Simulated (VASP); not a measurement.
# MgH2 (P4/mmm) in VASP: relaxation of cell and atoms with PBE

Aim: the relaxation of cell and atoms of MgH2 with PBE.

Everything below comes from runs of VASP 6.6.1. Logs are shortened: lines on timing, memory, paths and dates and some standing lists are left out, and cuts for length are marked.

## (1) The cell of the first run

It takes space group P4/mmm (No. 123, tetragonal). Conventional cell: a = 3.270 Å, b = 3.270 Å, c = 2.682 Å, α = 90.00°, β = 90.00°, γ = 90.00°. Within 2.8 Å of Mg (site symmetry 4/mmm) lie 8 H at 2.11 Å and 2 Mg at 2.68 Å. Within 2.8 Å of H (site symmetry mmm) lie 4 Mg at 2.11 Å and 6 H at 2.31 to 2.68 Å.

The cell was built from a structure type or drawn by symmetry, and may not be a known phase.

## (2) Relaxation of cell and atoms, PBE

File INCAR:

```
PREC = Accurate ; ENCUT = 600
EDIFF = 1E-6 ; ISMEAR = 0
SIGMA = 0.1 ; LREAL = F
LASPH = T ; NELM = 80
ALGO = Normal ; ISIF = 3
LWAVE = F ; LCHARG = F
GGA = PE ; IBRION = 2
NSW = 100 ; EDIFFG = -0.01
```

File KPOINTS:

```
Automatic mesh
0
Gamma
  14 14 18
```

File POSCAR:

```
MgH2
1.0
    3.2698108787      0.0000000000      0.0000000000
    0.0000000000      3.2698108787      0.0000000000
    0.0000000000      0.0000000000      2.6821328265
Mg H
1 2
Direct
    0.5000000000      0.5000000000      0.0000000000
    0.0000000000      0.5000000000      0.5000000000
    0.5000000000      0.0000000000      0.5000000000
```

Potentials or basis: VASP PAW PBE potentials, release 64 (Mg, H).

Started as:

```bash
> cat potpaw_PBE.64/Mg/POTCAR potpaw_PBE.64/H/POTCAR > POTCAR
> mpirun -np 1 vasp_std > vasp.out
```

OUTCAR:

```text
PREC = Accurate
   ENCUT = 600
   EDIFF = 1E-6
   ISMEAR = 0
   LREAL = F
   LASPH = T
   NELM = 80
   ISIF = 3
   GGA = PE
   IBRION = 2
   NSW = 100
   EDIFFG = -0.01

 ion  position               nearest neighbor table
   1  0.500  0.500  0.000-   2 2.11   3 2.11   2 2.11   3 2.11   3 2.11   3 2.11   2 2.11   2 2.11

   2  0.000  0.500  0.500-   1 2.11   1 2.11   1 2.11   1 2.11
   3  0.500  0.000  0.500-   1 2.11   1 2.11   1 2.11   1 2.11

  LATTYP: Found a simple tetragonal cell.
 ALAT       =     3.2698108787
 C/A-ratio  =     0.8202715466

  Lattice vectors:

 A1 = (   3.2698108787,   0.0000000000,   0.0000000000)
 A2 = (   0.0000000000,   3.2698108787,   0.0000000000)
 A3 = (   0.0000000000,   0.0000000000,   2.6821328265)

Analysis of symmetry for initial positions (statically):
=====================================================================
 Subroutine PRICEL returns:
 Original cell was already a primitive cell.

 Routine SETGRP: Setting up the symmetry group for a
 simple tetragonal supercell.

 Subroutine GETGRP returns: Found 16 space group operations
 (whereof 16 operations were pure point group operations)
 out of a pool of 16 trial point group operations.

The static configuration has the point symmetry D_4h.

Analysis of symmetry for dynamics (positions and initial velocities):
=====================================================================
 Subroutine PRICEL returns:
 Original cell was already a primitive cell.

 Routine SETGRP: Setting up the symmetry group for a
 simple tetragonal supercell.

 Subroutine GETGRP returns: Found 16 space group operations
 (whereof 16 operations were pure point group operations)
 out of a pool of 16 trial point group operations.

The dynamic configuration has the point symmetry D_4h.

 Subroutine INISYM returns: Found 16 space group operations
 (whereof 16 operations are pure point group operations),
 and found     1 'primitive' translations

----------------------------------------------------------------------------------------

                                     Primitive cell

  volume of cell :      28.6765

  direct lattice vectors                    reciprocal lattice vectors
     3.269810879  0.000000000  0.000000000     0.305828085  0.000000000  0.000000000
     0.000000000  3.269810879  0.000000000     0.000000000  0.305828085  0.000000000
     0.000000000  0.000000000  2.682132827     0.000000000  0.000000000  0.372837613

  length of vectors
     3.269810879  3.269810879  2.682132827     0.305828085  0.305828085  0.372837613

  position of ions in fractional coordinates (direct lattice)
     0.500000000  0.500000000  0.000000000
     0.000000000  0.500000000  0.500000000
     0.500000000  0.000000000  0.500000000

  ion indices of the primitive-cell ions
   primitive index   ion index
                 1           1
                 2           2
                 3           3

----------------------------------------------------------------------------------------

 KPOINTS: Automatic mesh

Automatic generation of k-mesh.
 Grid dimensions read from file:
 generate k-points for:   14   14   18

 Generating k-lattice:

  Cartesian coordinates                     Fractional coordinates (reciprocal lattice)
     0.021844863  0.000000000  0.000000000     0.071428571  0.000000000  0.000000000
     0.000000000  0.021844863  0.000000000     0.000000000  0.071428571  0.000000000
     0.000000000  0.000000000  0.020713201     0.000000000  0.000000000  0.055555556

  Length of vectors
     0.021844863  0.021844863  0.020713201

  Shift w.r.t. Gamma in fractional coordinates (k-lattice)
     0.000000000  0.000000000  0.000000000

 Subroutine IBZKPT returns following result:
 ===========================================

 Found    360 irreducible k-points:

 Following reciprocal coordinates:
            Coordinates               Weight
  0.000000  0.000000  0.000000      1.000000
  0.071429  0.000000  0.000000      4.000000
  0.142857  0.000000  0.000000      4.000000
  0.214286  0.000000  0.000000      4.000000
  0.285714  0.000000  0.000000      4.000000
  0.357143  0.000000  0.000000      4.000000
[... 16 lines left out ...]
  0.285714  0.214286  0.000000      8.000000
  0.357143  0.214286  0.000000      8.000000
 [... further k-points ...]
   k-points           NKPTS =    360   k-points in BZ     NKDIM =    360   number of bands    NBANDS=      6
   number of dos      NEDOS =    301   number of ions     NIONS =      3
   total plane-waves  NPLWV =  18816
   dimension x,y,z NGX =    28 NGY =   28 NGZ =   24
   dimension x,y,z NGXF=    56 NGYF=   56 NGZF=   48
   ions per type =               1   2
   NGX,Y,Z   is equivalent  to a cutoff of  14.24, 14.24, 14.88 a.u.
   NGXF,Y,Z  is equivalent  to a cutoff of  28.47, 28.47, 29.75 a.u.
 SYSTEM =  unknown system
   PREC   = accura    normal or accurate (medium, high low for compatibility)
   ISTART =      0    job   : 0-new  1-cont  2-samecut
   ICHARG =      2    charge: 1-file 2-atom 10-const
   ISPIN  =      1    spin polarized calculation?
   LNONCOLLINEAR =      F non collinear calculations
   LSORBIT =      F    spin-orbit coupling
   LASPH  =      T    aspherical Exc in radial PAW
   ENCUT  =  600.0 eV  44.10 Ry    6.64 a.u.   6.53  6.53  5.36*2*pi/ulx,y,z
   NELM   =     80;   NELMIN=  2; NELMDL= -5     # of ELM steps
   EDIFF  = 0.1E-05   stopping-criterion for ELM
   LREAL  =      F    real-space projection
   EDIFFG = -.1E-01   stopping-criterion for IOM
   NSW    =    100    number of steps for IOM
   IBRION =      2    ionic relax: 0-MD 1-quasi-New 2-CG
   NFREE  =      1    steps in history (QN), initial steepest desc. (CG)
   ISIF   =      3    stress and relaxation
   ISYM   =      2    0-nonsym 1-usesym 2-fastsym
   POTIM  = 0.5000    time-step for ionic-motion
   TEBEG  =    0.0;   TEEND  =   0.0 temperature during run
   PSTRESS=    0.0 pullay stress
   NELECT =       4.0000    total number of electrons
   NUPDOWN=      -1.0000    fix difference up-down
   EMIN   =  10.00;   EMAX   =-10.00  energy-range for DOS
   EFERMI =   0.00;   METHOD = LEGACY
   ISMEAR =     0;   SIGMA  =   0.10  broadening in eV -4-tet -1-fermi 0-gaus
   EFERMI_NEDOS =   21; number of points for ismear=-14 and -15
   IALGO  =     38    algorithm
   IMIX   =      4    mixing-type and parameters
     AMIX     =   0.40;   BMIX     =  1.00
     AMIX_MAG =   1.60;   BMIX_MAG =  1.00
  volume/ion in A,a.u.               =       9.56        64.51
  Fermi-wavevector in a.u.,A,eV,Ry     =   0.849023  1.604422  9.807633  0.720841
  Thomas-Fermi vector in A             =   1.964779
   LORBIT       =      0    0 simple, 1 ext, 2 COOP (PROOUT), +10 PAW based schemes
   GGA     = PE    functional components
   LHFCALC =     F    Hartree Fock is set to
   AEXX    =    0.0000 exact exchange contribution
   IVDW    =     0    specifies the selected vdW correction
   LEPSILON=     F    determine dielectric tensor
   LRPA    =     F    only Hartree local field effects (RPA)
 conjugate gradient relaxation of ions
 non-spin polarized calculation
 Gauss-broadening in eV      SIGMA  =   0.10
  energy-cutoff  :      600.00
  volume of cell :       28.68
 maximum number of plane-waves:       995
 NGX is ok and might be reduce to    28
   NGX = 13   NGY = 13   NGZ = 11

--------------------------------------- Ionic step        1  -------------------------------------------

 number of electron       3.9999999 magnetization

 Free energy of the ion-electron system (eV)
  ---------------------------------------------------
  ext. energy  EPLUGINS =         0.00000000
  ---------------------------------------------------
  free energy    TOTEN  =        -7.94338201 eV

  energy without entropy =       -7.94182704  energy(sigma->0) =       -7.94260452

------------------------ aborting loop because EDIFF is reached ----------------------------------------

  FORCE on cell =-STRESS in cart. coord.  units (eV):
  Direction    XX          YY          ZZ          XY          YZ          ZX
  --------------------------------------------------------------------------------------
  -------------------------------------------------------------------------------------
  Total        0.0151686      0.0151686     -0.1161986      0.0000000     -0.0000000     -0.0000000
  in kB        0.8474825      0.8474825     -6.4921107      0.0000000     -0.0000000     -0.0000000
  external PRESSURE =      -1.5990485 kB  Pullay stress =       0.0000000 kB
[... 59 lines left out ...]
  energy  without entropy=       -7.9420922448  energy(sigma->0) =       -7.94281948

--------------------------------------- Ionic step        3  -------------------------------------------

 number of electron       3.9999999 magnetization

 Free energy of the ion-electron system (eV)
  ---------------------------------------------------
  ext. energy  EPLUGINS =         0.00000000
  ---------------------------------------------------
  free energy    TOTEN  =        -7.94358778 eV

  energy without entropy =       -7.94220953  energy(sigma->0) =       -7.94289866

 E-fermi :   2.1741     XC(G=0):  -8.7233

 val. band max:        2.1658397706   @ k =   0.2143   0.0714   0.5000
 cond. band min:       2.1875424746   @ k =   0.0000   0.0000   0.3889
 fundamental gap:      0.0217027040
 Fermi energy:         2.1741087602

 k-point     1 :       0.0000    0.0000    0.0000
  band No.  band energies     occupation
      1      -7.0655      2.00000
      2       1.2747      2.00000
      3       8.2795      0.00000
      4       8.2795      0.00000
      5      10.2059      0.00000
      6      13.6027      0.00000

 k-point     2 :       0.0714    0.0000    0.0000
  band No.  band energies     occupation
      1      -6.9997      2.00000
      2       1.0929      2.00000
      3       7.9657      0.00000
      4       8.3412      0.00000
      5      10.7799      0.00000
      6      13.6766      0.00000
[... 190 lines left out ...]
 k-point    24 :       0.3571    0.2143    0.0000
  band No.  band energies     occupation
      1      -4.9096      2.00000
      2      -1.8685      2.00000
      3       4.5381      0.00000
      4       8.0745      0.00000
      5      13.9884      0.00000
      6      14.8497      0.00000

 [... further k-points ...]

------------------------ aborting loop because EDIFF is reached ----------------------------------------

  FORCE on cell =-STRESS in cart. coord.  units (eV):
  Direction    XX          YY          ZZ          XY          YZ          ZX
  --------------------------------------------------------------------------------------
  -------------------------------------------------------------------------------------
  Total        0.0115173      0.0115173      0.0057692      0.0000000      0.0000000      0.0000000
  in kB        0.6451197      0.6451197      0.3231483      0.0000000      0.0000000      0.0000000
  external PRESSURE =       0.5377959 kB  Pullay stress =       0.0000000 kB
[... 18 lines left out ...]
  FREE ENERGIE OF THE ION-ELECTRON SYSTEM (eV)
  ---------------------------------------------------
  free  energy   TOTEN  =        -7.9435877837 eV

  energy  without entropy=       -7.9422095279  energy(sigma->0) =       -7.94289866

 reached required accuracy - stopping structural energy minimisation
```

Wall time 32 s (1 thread of Intel Xeon 6975P-C (Granite Rapids), shared host); peak memory 0.23 GiB.

What came out:

```
Free energy                           : -7.9436 eV
Relaxed volume                        : 9.53 Å³/atom
Relaxed cell                          : a = 3.271 Å, b = 3.271 Å, c = 2.673 Å, α = 90.00°, β = 90.00°, γ = 90.00°
Space group after relaxing (to 0.1 Å) : P4/mmm (No. 123)
Energy gained by relaxing             : 0.1 meV/atom
Ionic steps                           : 3
Pressure after relaxing               : 0.1 GPa
Band gap on the k mesh                : zero (bands 2 and 3 overlap by 1.16 eV)
```

Step by step:
| step | energy change (eV) | largest force (eV/Å) | pressure (GPa) | volume (Å³) |
| --- | --- | --- | --- | --- |
| 1 | 0.0000 | 0.0000 | -0.16 | 28.68 |
| 2 | -0.0002 | 0.0000 | -0.05 | 28.64 |
| 3 | -0.0002 | 0.0000 | 0.05 | 28.60 |

Final structure:
```
CELL_PARAMETERS angstrom
3.27127 0.00000 0.00000
0.00000 3.27127 0.00000
0.00000 0.00000 2.67294
ATOMIC_POSITIONS crystal
Mg 0.50000 0.50000 0.00000
H 0.00000 0.50000 0.50000
H 0.50000 0.00000 0.50000
```
